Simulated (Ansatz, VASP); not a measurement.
**Zr2Si3: VASP beside Ansatz**

```
Zr Si
1.0
     4.86353    0.00000    0.00000
     0.00000    4.86353    0.00000
     0.00000    0.00000    4.86353
Zr Si
2 3
Direct
  0.00000 0.00000 0.00000
  0.50000 0.50000 0.50000
  0.50000 0.00000 0.00000
  0.00000 0.50000 0.00000
  0.00000 0.00000 0.50000
```

Alike in both runs: task single point; functional PBE; k mesh 4 × 4 × 4; occupations gaussian, width 0.1 eV; collinear spin.

|  | VASP | Ansatz |
| --- | --- | --- |
| version | VASP 6.6.1 | Ansatz 0.2.0 |
| potentials or method | VASP PAW PBE potentials, release 64 (Zr_sv, Si), cutoff 520 eV | scalar-relativistic, plane waves, PAW |
| valence electrons in the cell | 36 | 36 |

Ansatz gave:

| Property | Result |
| --- | --- |
| gap on the k mesh at the Fermi level (eV) | none |
| pressure (GPa) | 0.1 |
| net moment per atom (μB) | 0.23 |
| size of the moment on the site where the two differ most (μB) | 0.82 |

Task: What did VASP give for the same quantities?

Result: gap on the k mesh at the Fermi level (eV): none; pressure (GPa): 0.1; net moment per atom (μB): 0.23; size of the moment on the site where the two differ most (μB): 0.70.

Site moments also hang on the region over which each program counts them. A gap of «none» marks a metal or a gap that the smearing closes.
